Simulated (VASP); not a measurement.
# CdSe (P6_3mc) in VASP: a series of runs, part 2 of 2

VASP 6.6.1. The steps go on from the part before.

### Step 5. Single point, r2SCAN (strain +0.025 along x and y, +0.025 along z)

Input file POSCAR:

```
CdSe
1.0
    4.4059624121      0.0000000000      0.0000000000
   -2.2029812060      3.8156753770      0.0000000000
    0.0000000000      0.0000000000      7.1905800000
Cd Se
2 2
Direct
    0.6666666667      0.3333333333      0.0000000000
    0.3333333333      0.6666666667      0.5000000000
    0.6666666667      0.3333333333      0.3750000000
    0.3333333333      0.6666666667      0.8750000000
```

Input file INCAR.step1:

```
PREC = Accurate
ENCUT = 520
ISMEAR = 0
SIGMA = 0.05
LREAL = F
LASPH = T
NELM = 80
NBANDS = 26
GGA = PE
ALGO = Normal
EDIFF = 1E-4
LWAVE = T
LCHARG = F
```

Input file INCAR.step2:

```
PREC = Accurate
ENCUT = 520
EDIFF = 1E-6
ISMEAR = 0
SIGMA = 0.05
LREAL = F
LASPH = T
NELM = 80
ALGO = Normal
ISIF = 2
LWAVE = F
LCHARG = T
METAGGA = R2SCAN
LMIXTAU = T
LELF = T
LVHAR = T
NBANDS = 26
ISTART = 1
```

Input file KPOINTS:

```
regular mesh
0
Gamma
  6 6 4
```

Potentials or basis: VASP PAW PBE potentials, release 64 (Cd, Se).

The run is started by

```
$ cat potpaw_PBE.64/Cd/POTCAR potpaw_PBE.64/Se/POTCAR > POTCAR
$ cp INCAR.step1 INCAR
$ mpirun -np 1 vasp_std > vasp.out
$ cp INCAR.step2 INCAR
$ mpirun -np 1 vasp_std > vasp.out
```

OUTCAR:

```text
PREC = Accurate
   ENCUT = 520
   EDIFF = 1E-6
   ISMEAR = 0
   LREAL = F
   LASPH = T
   NELM = 80
   ISIF = 2
   METAGGA = R2SCAN
   ISTART = 1

 ion  position               nearest neighbor table
   1  0.667  0.333  0.000-   3 2.70   4 2.70   4 2.70   4 2.70
   2  0.333  0.667  0.500-   4 2.70   3 2.70   3 2.70   3 2.70
   3  0.667  0.333  0.375-   1 2.70   2 2.70   2 2.70   2 2.70
   4  0.333  0.667  0.875-   2 2.70   1 2.70   1 2.70   1 2.70

  LATTYP: Found a hexagonal cell.
 ALAT       =     4.4059624121
 C/A-ratio  =     1.6320111992

  Lattice vectors:

 A1 = (   4.4059624121,   0.0000000000,   0.0000000000)
 A2 = (  -2.2029812060,   3.8156753770,   0.0000000000)
 A3 = (   0.0000000000,   0.0000000000,   7.1905800000)

Analysis of symmetry for initial positions (statically):
=====================================================================
 Subroutine PRICEL returns:
 Original cell was already a primitive cell.

 Routine SETGRP: Setting up the symmetry group for a
 hexagonal supercell.

 Subroutine GETGRP returns: Found 12 space group operations
 (whereof  6 operations were pure point group operations)
 out of a pool of 24 trial point group operations.

The static configuration has the point symmetry C_3v.
 The point group associated with its full space group is C_6v.

Analysis of symmetry for dynamics (positions and initial velocities):
=====================================================================
 Subroutine PRICEL returns:
 Original cell was already a primitive cell.

 Routine SETGRP: Setting up the symmetry group for a
 hexagonal supercell.

 Subroutine GETGRP returns: Found 12 space group operations
 (whereof  6 operations were pure point group operations)
 out of a pool of 24 trial point group operations.

The dynamic configuration has the point symmetry C_3v.
 The point group associated with its full space group is C_6v.

 Subroutine INISYM returns: Found 12 space group operations
 (whereof  6 operations are pure point group operations),
 and found     1 'primitive' translations

----------------------------------------------------------------------------------------

                                     Primitive cell

  volume of cell :     120.8860

  direct lattice vectors                    reciprocal lattice vectors
     4.405962412  0.000000000  0.000000000     0.226965168  0.131038401  0.000000000
    -2.202981206  3.815675377  0.000000000     0.000000000  0.262076802  0.000000000
     0.000000000  0.000000000  7.190580000     0.000000000  0.000000000  0.139070840

  length of vectors
     4.405962412  4.405962412  7.190580000     0.262076802  0.262076802  0.139070840

  position of ions in fractional coordinates (direct lattice)
     0.666666667  0.333333333  0.000000000
     0.333333333  0.666666667  0.500000000
     0.666666667  0.333333333  0.375000000
     0.333333333  0.666666667  0.875000000

  ion indices of the primitive-cell ions
   primitive index   ion index
                 1           1
                 2           2
                 3           3
                 4           4

----------------------------------------------------------------------------------------

 KPOINTS: regular mesh

Automatic generation of k-mesh.
 Grid dimensions read from file:
 generate k-points for:    6    6    4

 Generating k-lattice:

  Cartesian coordinates                     Fractional coordinates (reciprocal lattice)
     0.037827528  0.021839733  0.000000000     0.166666667  0.000000000  0.000000000
     0.000000000  0.043679467  0.000000000     0.000000000  0.166666667  0.000000000
     0.000000000  0.000000000  0.034767710     0.000000000  0.000000000  0.250000000

  Length of vectors
     0.043679467  0.043679467  0.034767710

  Shift w.r.t. Gamma in fractional coordinates (k-lattice)
     0.000000000  0.000000000  0.000000000

 Subroutine IBZKPT returns following result:
 ===========================================

 Found     21 irreducible k-points:

 Following reciprocal coordinates:
            Coordinates               Weight
  0.000000  0.000000  0.000000      1.000000
  0.166667 -0.000000  0.000000      6.000000
  0.333333 -0.000000  0.000000      6.000000
  0.500000 -0.000000  0.000000      3.000000
  0.166667  0.166667  0.000000      6.000000
  0.333333  0.166667  0.000000     12.000000
[... 13 lines left out ...]
  0.333333  0.166667  0.500000     12.000000
  0.333333  0.333333  0.500000      2.000000
   k-points           NKPTS =     21   k-points in BZ     NKDIM =     21   number of bands    NBANDS=     26
   number of dos      NEDOS =    301   number of ions     NIONS =      4
   total plane-waves  NPLWV =  69984
   dimension x,y,z NGX =    36 NGY =   36 NGZ =   54
   dimension x,y,z NGXF=    72 NGYF=   72 NGZF=  108
   ions per type =               2   2
   NGX,Y,Z   is equivalent  to a cutoff of  13.58, 13.58, 12.48 a.u.
   NGXF,Y,Z  is equivalent  to a cutoff of  27.17, 27.17, 24.97 a.u.
 SYSTEM =  unknown system
   PREC   = accura    normal or accurate (medium, high low for compatibility)
   ISTART =      1    job   : 0-new  1-cont  2-samecut
   ICHARG =      0    charge: 1-file 2-atom 10-const
   ISPIN  =      1    spin polarized calculation?
   LNONCOLLINEAR =      F non collinear calculations
   LSORBIT =      F    spin-orbit coupling
   LASPH  =      T    aspherical Exc in radial PAW
   ENCUT  =  520.0 eV  38.22 Ry    6.18 a.u.   8.19  8.19 13.37*2*pi/ulx,y,z
   NELM   =     80;   NELMIN=  2; NELMDL=  0     # of ELM steps
   EDIFF  = 0.1E-05   stopping-criterion for ELM
   LREAL  =      F    real-space projection
   EDIFFG = 0.1E-04   stopping-criterion for IOM
   NSW    =      0    number of steps for IOM
   IBRION =     -1    ionic relax: 0-MD 1-quasi-New 2-CG
   NFREE  =      0    steps in history (QN), initial steepest desc. (CG)
   ISIF   =      2    stress and relaxation
   ISYM   =      2    0-nonsym 1-usesym 2-fastsym
   POTIM  = 0.5000    time-step for ionic-motion
   TEBEG  =    0.0;   TEEND  =   0.0 temperature during run
   PSTRESS=    0.0 pullay stress
   NELECT =      36.0000    total number of electrons
   NUPDOWN=      -1.0000    fix difference up-down
   EMIN   =  10.00;   EMAX   =-10.00  energy-range for DOS
   EFERMI =   0.00;   METHOD = LEGACY
   ISMEAR =     0;   SIGMA  =   0.05  broadening in eV -4-tet -1-fermi 0-gaus
   EFERMI_NEDOS =   21; number of points for ismear=-14 and -15
   IALGO  =     38    algorithm
   IMIX   =      4    mixing-type and parameters
     AMIX     =   0.40;   BMIX     =  1.00
     AMIX_MAG =   1.60;   BMIX_MAG =  1.00
  volume/ion in A,a.u.               =      30.22       203.94
  Fermi-wavevector in a.u.,A,eV,Ry     =   1.093244  2.065931 16.261433  1.195182
  Thomas-Fermi vector in A             =   2.229525
   LORBIT       =      0    0 simple, 1 ext, 2 COOP (PROOUT), +10 PAW based schemes
   METAGGA = R2SCAN    functional components
   LHFCALC =     F    Hartree Fock is set to
   AEXX    =    0.0000 exact exchange contribution
   IVDW    =     0    specifies the selected vdW correction
   LEPSILON=     F    determine dielectric tensor
   LRPA    =     F    only Hartree local field effects (RPA)
 non-spin polarized calculation
 Gauss-broadening in eV      SIGMA  =   0.05
  energy-cutoff  :      520.00
  volume of cell :      120.89
 maximum number of plane-waves:      3285
 NGX is ok and might be reduce to    36
   NGX = 17   NGY = 17   NGZ = 27

 number of electron      36.0000008 magnetization

 Free energy of the ion-electron system (eV)
  ---------------------------------------------------
  ext. energy  EPLUGINS =         0.00000000
  ---------------------------------------------------
  free energy    TOTEN  =       -71.79993014 eV

  energy without entropy =      -71.79993014  energy(sigma->0) =      -71.79993014

 E-fermi :   0.3742     XC(G=0):  -9.0808

 val. band max:        0.1058169352   @ k =   0.0000   0.0000   0.0000
 cond. band min:       1.0843100679   @ k =   0.0000   0.0000   0.0000
 fundamental gap:      0.9784931328
 Fermi energy:         0.3742025605

 k-point     1 :       0.0000    0.0000    0.0000
  band No.  band energies     occupation
      1     -12.5311      2.00000
      2     -12.2068      2.00000
      3      -7.8520      2.00000
      4      -7.8421      2.00000
      5      -7.8421      2.00000
      6      -7.7814      2.00000
[... 598 lines left out ...]
     25       9.3129      0.00000
     26       9.3129      0.00000

------------------------ aborting loop because EDIFF is reached ----------------------------------------

  FORCE on cell =-STRESS in cart. coord.  units (eV):
  Direction    XX          YY          ZZ          XY          YZ          ZX
  --------------------------------------------------------------------------------------
  -------------------------------------------------------------------------------------
  Total       -1.4705122     -1.4705122     -1.4245059     -0.0000000     -0.0000000      0.0000000
  in kB      -19.4896073    -19.4896073    -18.8798566     -0.0000000     -0.0000000      0.0000000
  external PRESSURE =     -19.2863570 kB  Pullay stress =       0.0000000 kB

 VOLUME and BASIS-vectors are now :
 -----------------------------------------------------------------------------
  energy-cutoff  :      520.00
  volume of cell :      120.89
      direct lattice vectors                 reciprocal lattice vectors
     4.405962412  0.000000000  0.000000000     0.226965168  0.131038401  0.000000000
    -2.202981206  3.815675377  0.000000000     0.000000000  0.262076802  0.000000000
     0.000000000  0.000000000  7.190580000     0.000000000  0.000000000  0.139070840

 POSITION                                       TOTAL-FORCE (eV/Angst)
 -----------------------------------------------------------------------------------
      2.20298      1.27189      0.00000        -0.000000      0.000000     -0.022922
     -0.00000      2.54378      3.59529         0.000000     -0.000000     -0.022922
      2.20298      1.27189      2.69647        -0.000000     -0.000000      0.022922
     -0.00000      2.54378      6.29176        -0.000000     -0.000000      0.022922
 -----------------------------------------------------------------------------------
    total drift:                               -0.000000     -0.000000     -0.003442

  FREE ENERGIE OF THE ION-ELECTRON SYSTEM (eV)
  ---------------------------------------------------
  free  energy   TOTEN  =       -71.7999301389 eV

  energy  without entropy=      -71.7999301389  energy(sigma->0) =      -71.79993014
```

Wall time 5.2 min (1 thread of Intel Xeon Platinum 8259CL at 2.50GHz (Skylake/Cascade Lake), shared host); peak memory 0.3 GiB.

Results:

| Property | Result |
| --- | --- |
| Free energy | -71.7999 eV |
| Pressure | -1.9 GPa |
| Largest force | 0.023 eV/Å |
| Band gap on the k mesh | 0.98 eV, direct |

Forces in eV/Å, atoms in the order of the input:
```
Cd   0.000  0.000 -0.023
Cd   0.000  0.000 -0.023
Se   0.000  0.000  0.023
Se   0.000  0.000  0.023
```

Caveat: the cell differs from its parent crystal (strain +0.025 along x and y, +0.025 along z); the PAW data sets were made with another functional, which shifts forces and pressure a little.

### Step 6. Summary

```tsv
cell	gap on the mesh (eV)	pressure (GPa)	largest force (eV/Å)
a = 4.513, b = 4.513, c = 6.664 Å, angles 90.0, 90.0, 120.0°, 4 atoms	1.07	0.3	0.97
a = 4.406, b = 4.406, c = 7.015 Å, angles 90.0, 90.0, 120.0°, 4 atoms	1.06	-0.7	0.19
a = 4.513, b = 4.513, c = 6.840 Å, angles 90.0, 90.0, 120.0°, 4 atoms	1.00	-1.3	0.57
a = 4.406, b = 4.406, c = 7.191 Å, angles 90.0, 90.0, 120.0°, 4 atoms	0.98	-1.9	0.02
```

Alike in all rows: task single point; level r2SCAN; potentials or basis VASP PAW PBE potentials, release 64 (Cd, Se); no spin polarisation; k mesh 6 × 6 × 4; cutoff (eV) 520; smearing gaussian 0.05 eV.

Caveats: the PAW data sets were made with another functional, which shifts forces and pressure a little.

Absolute energies hang on the potentials; compare differences alone.
